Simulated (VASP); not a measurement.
# AlN (P6_3mc) in VASP: further runs, part 2 of 3

VASP 6.6.1.

## (3) Electric field gradients, PBEsol (volume scaled by 0.99)

Input file INCAR:

```
PREC = Accurate ; ENCUT = 520
EDIFF = 1E-8 ; ISMEAR = -1
SIGMA = 0.02 ; LREAL = False
LASPH = True ; NELM = 60
ALGO = Normal ; ISIF = 2
LWAVE = False ; LCHARG = False
GGA = PS ; LEFG = True
NBANDS = 16
```

Input file KPOINTS:

```
regular mesh
0
Gamma
  11 11 6
```

Input file POSCAR:

```
AlN
1.0
    3.1005973844      0.0000000000      0.0000000000
   -1.5502986922      2.6851961018      0.0000000000
    0.0000000000      0.0000000000      4.9613510462
Al N
2 2
Direct
    0.3333333333      0.6666666667      0.0000000000
    0.6666666667      0.3333333333      0.5000000000
    0.3333333333      0.6666666667      0.3850000000
    0.6666666667      0.3333333333      0.8850000000
```

Potentials or basis: VASP PAW PBE potentials, release 64 (Al, N).

Launch:

```bash
> cat potpaw_PBE.64/Al/POTCAR potpaw_PBE.64/N/POTCAR > POTCAR
> mpirun -np 1 vasp_std > vasp.out
```

OUTCAR:

```text
PREC = Accurate
   ENCUT = 520
   EDIFF = 1E-8
   ISMEAR = -1
   LREAL = False
   LASPH = True
   NELM = 60
   ISIF = 2
   GGA = PS

 ion  position               nearest neighbor table
   1  0.333  0.667  0.000-   4 1.88   4 1.88   4 1.88   3 1.91   2 3.06   2 3.06   2 3.06   2 3.06
                             2 3.06   2 3.06
   2  0.667  0.333  0.500-   3 1.88   3 1.88   3 1.88   4 1.91   1 3.06   1 3.06   1 3.06   1 3.06
                             1 3.06   1 3.06
   3  0.333  0.667  0.385-   2 1.88   2 1.88   2 1.88   1 1.91
   4  0.667  0.333  0.885-   1 1.88   1 1.88   1 1.88   2 1.91

  LATTYP: Found a hexagonal cell.
 ALAT       =     3.1005973844
 C/A-ratio  =     1.6001274694

  Lattice vectors:

 A1 = (   3.1005973844,   0.0000000000,   0.0000000000)
 A2 = (  -1.5502986922,   2.6851961018,   0.0000000000)
 A3 = (   0.0000000000,   0.0000000000,   4.9613510462)

Analysis of symmetry for initial positions (statically):
=====================================================================
 Subroutine PRICEL returns:
 Original cell was already a primitive cell.

 Routine SETGRP: Setting up the symmetry group for a
 hexagonal supercell.

 Subroutine GETGRP returns: Found 12 space group operations
 (whereof  6 operations were pure point group operations)
 out of a pool of 24 trial point group operations.

The static configuration has the point symmetry C_3v.
 The point group associated with its full space group is C_6v.

Analysis of symmetry for dynamics (positions and initial velocities):
=====================================================================
 Subroutine PRICEL returns:
 Original cell was already a primitive cell.

 Routine SETGRP: Setting up the symmetry group for a
 hexagonal supercell.

 Subroutine GETGRP returns: Found 12 space group operations
 (whereof  6 operations were pure point group operations)
 out of a pool of 24 trial point group operations.

The dynamic configuration has the point symmetry C_3v.
 The point group associated with its full space group is C_6v.

 Subroutine INISYM returns: Found 12 space group operations
 (whereof  6 operations are pure point group operations),
 and found     1 'primitive' translations

----------------------------------------------------------------------------------------

                                     Primitive cell

  volume of cell :      41.3068

  direct lattice vectors                    reciprocal lattice vectors
     3.100597384  0.000000000  0.000000000     0.322518494  0.186206140  0.000000000
    -1.550298692  2.685196102  0.000000000     0.000000000  0.372412279  0.000000000
     0.000000000  0.000000000  4.961351046     0.000000000  0.000000000  0.201558001

  length of vectors
     3.100597384  3.100597384  4.961351046     0.372412279  0.372412279  0.201558001

  position of ions in fractional coordinates (direct lattice)
     0.333333333  0.666666667  0.000000000
     0.666666667  0.333333333  0.500000000
     0.333333333  0.666666667  0.385000000
     0.666666667  0.333333333  0.885000000

  ion indices of the primitive-cell ions
   primitive index   ion index
                 1           1
[... 88 lines left out ...]
   EMIN   =  10.00;   EMAX   =-10.00  energy-range for DOS
   EFERMI =   0.00;   METHOD = LEGACY
   ISMEAR =    -1;   SIGMA  =   0.02  broadening in eV -4-tet -1-fermi 0-gaus
   EFERMI_NEDOS =   21; number of points for ismear=-14 and -15
   IALGO  =     38    algorithm
   IMIX   =      4    mixing-type and parameters
     AMIX     =   0.40;   BMIX     =  1.00
     AMIX_MAG =   1.60;   BMIX_MAG =  1.00
  volume/ion in A,a.u.               =      10.33        69.69
  Fermi-wavevector in a.u.,A,eV,Ry     =   1.193368  2.255138 19.376426  1.424127
  Thomas-Fermi vector in A             =   2.329384
   LORBIT       =      0    0 simple, 1 ext, 2 COOP (PROOUT), +10 PAW based schemes
   GGA     = PS    functional components
   LHFCALC =     F    Hartree Fock is set to
   AEXX    =    0.0000 exact exchange contribution
   IVDW    =     0    specifies the selected vdW correction
   LEPSILON=     F    determine dielectric tensor
   LRPA    =     F    only Hartree local field effects (RPA)
 non-spin polarized calculation
  energy-cutoff  :      520.00
  volume of cell :       41.31
 maximum number of plane-waves:      1126
 NGX is ok and might be reduce to    24
   NGX = 11   NGY = 11   NGZ = 19

 number of electron      15.9999997 magnetization

 Free energy of the ion-electron system (eV)
  ---------------------------------------------------
  ext. energy  EPLUGINS =         0.00000000
  ---------------------------------------------------
  free energy    TOTEN  =       -31.30514750 eV

  energy without entropy =      -31.30514750  energy(sigma->0) =      -31.30514750

 E-fermi :   6.6146     XC(G=0): -11.1560

 val. band max:        6.2246200151   @ k =   0.0000   0.0000   0.0000
 cond. band min:      10.4033357337   @ k =   0.0000   0.0000   0.0000
 fundamental gap:      4.1787157186
 Fermi energy:         6.6145846634

 k-point     1 :       0.0000    0.0000    0.0000
  band No.  band energies     occupation
      1      -9.0649      2.00000
      2      -6.8456      2.00000
      3       0.0830      2.00000
      4       5.2698      2.00000
      5       5.2698      2.00000
      6       5.9278      2.00000
[... 433 lines left out ...]
      3       1.1374      2.00000
      4       3.0844      2.00000
      5       3.4924      2.00000
      6       4.6189      2.00000
[... 8 lines left out ...]
     15      18.6111      0.00000
     16      19.6437      0.00000

 [... further k-points ...]
[... 5 lines left out ...]
  --------------------------------------------------------------------------------------
  -------------------------------------------------------------------------------------
  Total        0.8755598      0.8755598      0.2929572      0.0000000      0.0000000      0.0000000
  in kB       33.9605770     33.9605770     11.3630104      0.0000000      0.0000000      0.0000000
  external PRESSURE =      26.4280548 kB  Pullay stress =       0.0000000 kB

 VOLUME and BASIS-vectors are now :
 -----------------------------------------------------------------------------
  energy-cutoff  :      520.00
  volume of cell :       41.31
      direct lattice vectors                 reciprocal lattice vectors
     3.100597384  0.000000000  0.000000000     0.322518494  0.186206140  0.000000000
    -1.550298692  2.685196102  0.000000000     0.000000000  0.372412279  0.000000000
     0.000000000  0.000000000  4.961351046     0.000000000  0.000000000  0.201558001

 POSITION                                       TOTAL-FORCE (eV/Angst)
 -----------------------------------------------------------------------------------
     -0.00000      1.79013      0.00000        -0.000000     -0.000000      0.178379
      1.55030      0.89507      2.48068        -0.000000     -0.000000      0.178379
     -0.00000      1.79013      1.91012         0.000000     -0.000000     -0.178379
      1.55030      0.89507      4.39080        -0.000000      0.000000     -0.178379
 -----------------------------------------------------------------------------------
    total drift:                                0.000000      0.000000     -0.000307

  FREE ENERGIE OF THE ION-ELECTRON SYSTEM (eV)
  ---------------------------------------------------
  free  energy   TOTEN  =       -31.3051474968 eV

  energy  without entropy=      -31.3051474968  energy(sigma->0) =      -31.30514750

 Electric field gradients (V/A^2)
---------------------------------------------------------------------
 ion       V_xx      V_yy      V_zz      V_xy      V_xz      V_yz
---------------------------------------------------------------------
   1      -4.316    -4.316     8.633     0.000    -0.000     0.000
   2      -4.316    -4.316     8.633     0.000     0.000    -0.000
   3      -0.387    -0.387     0.773    -0.000     0.000    -0.000
   4      -0.387    -0.387     0.773    -0.000    -0.000     0.000
---------------------------------------------------------------------

 Electric field gradients after diagonalization (V/A^2)
 (convention: |V_zz| > |V_xx| > |V_yy|)
----------------------------------------------------------------------
 ion       V_xx      V_yy      V_zz     asymmetry (V_yy - V_xx)/ V_zz
----------------------------------------------------------------------
   1      -4.316    -4.316     8.633       0.000
   2      -4.316    -4.316     8.633       0.000
   3      -0.387    -0.387     0.773       0.000
   4      -0.387    -0.387     0.773       0.000
----------------------------------------------------------------------

           NMR quadrupolar parameters

 Cq : quadrupolar parameter    Cq=e*Q*V_zz/h
 eta: asymmetry parameters     (V_yy - V_xx)/ V_zz
 Q  : nuclear electric quadrupole moment in mb (millibarn)
----------------------------------------------------------------------
 ion       Cq(MHz)       eta       Q (mb)
----------------------------------------------------------------------
   1       0.021       0.000       1.000
   2       0.021       0.000       1.000
   3       0.002       0.000       1.000
   4       0.002       0.000       1.000
----------------------------------------------------------------------
```

OSZICAR:

```text
N       E                     dE             d eps       ncg     rms          rms(c)
DAV:   1     0.402424409525E+02    0.40242E+02   -0.72655E+03  2048   0.893E+02
DAV:   2    -0.323824193082E+02   -0.72625E+02   -0.66661E+02  2896   0.187E+02
DAV:   3    -0.357807673506E+02   -0.33983E+01   -0.33888E+01  2560   0.416E+01
DAV:   4    -0.358011891923E+02   -0.20422E-01   -0.20421E-01  2520   0.367E+00
DAV:   5    -0.358014503148E+02   -0.26112E-03   -0.26112E-03  2584   0.417E-01    0.118E+01
DAV:   6    -0.313592674480E+02    0.44422E+01   -0.95603E+00  2448   0.224E+01    0.421E+00
DAV:   7    -0.313423606471E+02    0.16907E-01   -0.62545E-01  2192   0.551E+00    0.291E+00
DAV:   8    -0.313096015972E+02    0.32759E-01   -0.70763E-02  2304   0.225E+00    0.581E-01
DAV:   9    -0.313048675293E+02    0.47341E-02   -0.12296E-02  2736   0.826E-01    0.248E-01
DAV:  10    -0.313052203697E+02   -0.35284E-03   -0.13595E-03  2176   0.241E-01    0.153E-01
DAV:  11    -0.313051488230E+02    0.71547E-04   -0.11432E-04  2456   0.785E-02    0.324E-02
DAV:  12    -0.313051478802E+02    0.94271E-06   -0.53266E-06  2344   0.196E-02    0.469E-03
DAV:  13    -0.313051474503E+02    0.42999E-06   -0.19859E-06  2568   0.105E-02    0.437E-03
DAV:  14    -0.313051474670E+02   -0.16734E-07   -0.16568E-07  2384   0.345E-03    0.120E-03
DAV:  15    -0.313051474979E+02   -0.30931E-07   -0.12966E-08  1640   0.872E-04    0.123E-04
DAV:  16    -0.313051474968E+02    0.10798E-08   -0.83517E-10  1176   0.357E-04
   1 F= -.31305147E+02 E0= -.31305147E+02  d E =-.615665E-11
```

stdout:

```text
POSCAR found type information on POSCAR AlN
 POSCAR found :  2 types and       4 ions
 scaLAPACK will be used
 -----------------------------------------------------------------------------
|                                                                             |
|                                                                             |
|     You enforced a specific xc type in the INCAR file but a different       |
|     I HOPE YOU KNOW WHAT YOU ARE DOING!                                     |
|                                                                             |
 -----------------------------------------------------------------------------

 LDA part: xc-table for (Slater+PW92), standard interpolation
 POSCAR, INCAR and KPOINTS ok, starting setup
 FFT: planning ... GRIDC
 FFT: planning ... GRID_SOFT
 FFT: planning ... GRID
 WAVECAR not read
 entering main loop
ion   1

ion   2

ion   3

ion   4
```

It took 27 s on 1 thread of AMD EPYC 7R13 (Zen 3), shared host; peak memory 0.14 GiB.

What came out:

| Item | Value |
| --- | --- |
| Free energy | -31.3051 eV |
| Pressure | 2.6 GPa |
| Largest force | 0.178 eV/Å |
| Band gap on the k mesh | 4.18 eV, direct |

Forces on the atoms (eV/Å):
```
Al   0.000  0.000  0.178
Al   0.000  0.000  0.178
N    0.000  0.000 -0.178
N    0.000  0.000 -0.178
```

Stress tensor (GPa, compression positive):
```
3.40 0.00 0.00
0.00 3.40 0.00
0.00 0.00 1.14
```

Electric field gradients, principal values (V/Å²):
| atom | least | middle | greatest (by size) |
| --- | --- | --- | --- |
| 1 Al | -4.316 | -4.316 | 8.633 |
| 2 Al | -4.316 | -4.316 | 8.633 |
| 3 N | -0.387 | -0.387 | 0.773 |
| 4 N | -0.387 | -0.387 | 0.773 |

Caveat: without QUAD_EFG the Cq values of the log hold for a quadrupole moment of 1 mb, not for the nuclei; the PAW data sets were made with another functional, which shifts forces and pressure a little. A k mesh can miss the band edges.

## (4) Electric field gradients, PBEsol (volume scaled by 0.99)

Input file INCAR:

```
SYSTEM = AlN
PREC     = Accurate       ! precision mode
ENCUT    = 520            ! plane-wave cutoff, eV
EDIFF    = 1E-8           ! SCF threshold, eV
ISMEAR   = -1             ! smearing method
SIGMA    = 0.02           ! smearing width, eV
LREAL    = .False.        ! projectors in reciprocal space
LASPH    = .True.         ! aspherical terms in the spheres
NELM     = 100            ! most SCF steps
ALGO     = Normal         ! electronic algorithm
ISIF     = 2              ! what is computed and relaxed
LWAVE    = .False.        ! write WAVECAR
LCHARG   = .False.        ! write CHGCAR
GGA      = PS             ! functional
LEFG     = .True.       
NBANDS   = 16             ! bands
```

Input file KPOINTS:

```
regular mesh
0
Gamma
  11 11 6
  0 0 0
```

POSCAR is that of step 3.

Potentials or basis: VASP PAW PBE potentials, release 64 (Al, N).

Launch:

```bash
> cat potpaw_PBE.64/Al/POTCAR potpaw_PBE.64/N/POTCAR > POTCAR
> mpirun -np 1 vasp_std > vasp.out
```

OUTCAR:

```text
SYSTEM = AlN
   PREC = Accurate
   ENCUT = 520
   EDIFF = 1E-8
   ISMEAR = -1
   LREAL = .False.
   LASPH = .True.
   NELM = 100
   ISIF = 2
   GGA = PS

 ion  position               nearest neighbor table
   1  0.333  0.667  0.000-   4 1.88   4 1.88   4 1.88   3 1.91   2 3.06   2 3.06   2 3.06   2 3.06
                             2 3.06   2 3.06
   2  0.667  0.333  0.500-   3 1.88   3 1.88   3 1.88   4 1.91   1 3.06   1 3.06   1 3.06   1 3.06
                             1 3.06   1 3.06
   3  0.333  0.667  0.385-   2 1.88   2 1.88   2 1.88   1 1.91
   4  0.667  0.333  0.885-   1 1.88   1 1.88   1 1.88   2 1.91

  LATTYP: Found a hexagonal cell.
 ALAT       =     3.1005973844
 C/A-ratio  =     1.6001274694

  Lattice vectors:

 A1 = (   3.1005973844,   0.0000000000,   0.0000000000)
 A2 = (  -1.5502986922,   2.6851961018,   0.0000000000)
 A3 = (   0.0000000000,   0.0000000000,   4.9613510462)

Analysis of symmetry for initial positions (statically):
=====================================================================
 Subroutine PRICEL returns:
[... 664 lines left out ...]
      1.55030      0.89507      2.48068        -0.000000     -0.000000      0.178379
     -0.00000      1.79013      1.91012         0.000000     -0.000000     -0.178379
      1.55030      0.89507      4.39080        -0.000000      0.000000     -0.178379
 -----------------------------------------------------------------------------------
    total drift:                                0.000000      0.000000     -0.000307

  FREE ENERGIE OF THE ION-ELECTRON SYSTEM (eV)
  ---------------------------------------------------
  free  energy   TOTEN  =       -31.3051474968 eV

  energy  without entropy=      -31.3051474968  energy(sigma->0) =      -31.30514750

 Electric field gradients (V/A^2)
---------------------------------------------------------------------
 ion       V_xx      V_yy      V_zz      V_xy      V_xz      V_yz
---------------------------------------------------------------------
   1      -4.316    -4.316     8.633     0.000    -0.000     0.000
   2      -4.316    -4.316     8.633     0.000     0.000    -0.000
   3      -0.387    -0.387     0.773    -0.000     0.000    -0.000
   4      -0.387    -0.387     0.773    -0.000    -0.000     0.000
---------------------------------------------------------------------

 Electric field gradients after diagonalization (V/A^2)
 (convention: |V_zz| > |V_xx| > |V_yy|)
----------------------------------------------------------------------
 ion       V_xx      V_yy      V_zz     asymmetry (V_yy - V_xx)/ V_zz
----------------------------------------------------------------------
   1      -4.316    -4.316     8.633       0.000
   2      -4.316    -4.316     8.633       0.000
   3      -0.387    -0.387     0.773       0.000
   4      -0.387    -0.387     0.773       0.000
----------------------------------------------------------------------

           NMR quadrupolar parameters

 Cq : quadrupolar parameter    Cq=e*Q*V_zz/h
 eta: asymmetry parameters     (V_yy - V_xx)/ V_zz
 Q  : nuclear electric quadrupole moment in mb (millibarn)
----------------------------------------------------------------------
 ion       Cq(MHz)       eta       Q (mb)
----------------------------------------------------------------------
   1       0.021       0.000       1.000
   2       0.021       0.000       1.000
   3       0.002       0.000       1.000
   4       0.002       0.000       1.000
----------------------------------------------------------------------
```

stdout:

```text
POSCAR found type information on POSCAR AlN
 POSCAR found :  2 types and       4 ions
 scaLAPACK will be used
 -----------------------------------------------------------------------------
|                                                                             |
|                                                                             |
|     You enforced a specific xc type in the INCAR file but a different       |
|     I HOPE YOU KNOW WHAT YOU ARE DOING!                                     |
|                                                                             |
 -----------------------------------------------------------------------------

 LDA part: xc-table for (Slater+PW92), standard interpolation
 POSCAR, INCAR and KPOINTS ok, starting setup
 FFT: planning ... GRIDC
 FFT: planning ... GRID_SOFT
 FFT: planning ... GRID
 WAVECAR not read
 entering main loop
ion   1

ion   2

ion   3

ion   4
```

It took 27 s on 1 thread of AMD EPYC 7R13 (Zen 3), shared host; peak memory 0.14 GiB.

What came out:

* Free energy: -31.3051 eV
* Pressure: 2.6 GPa
* Largest force: 0.178 eV/Å
* Band gap on the k mesh: 4.18 eV, direct

Forces in eV/Å, atoms in the order of the input:
```
Al   0.000  0.000  0.178
Al   0.000  0.000  0.178
N    0.000  0.000 -0.178
N    0.000  0.000 -0.178
```

Electric field gradients, principal values (V/Å²):
```
atom   least  middle  greatest (by size)
1 Al  -4.316  -4.316               8.633
2 Al  -4.316  -4.316               8.633
 3 N  -0.387  -0.387               0.773
 4 N  -0.387  -0.387               0.773
```

Caveat: without QUAD_EFG the Cq values of the log hold for a quadrupole moment of 1 mb, not for the nuclei; the PAW data sets were made with another functional, which shifts forces and pressure a little. A k mesh can miss the band edges.

(Continued in part 3 of 3.)
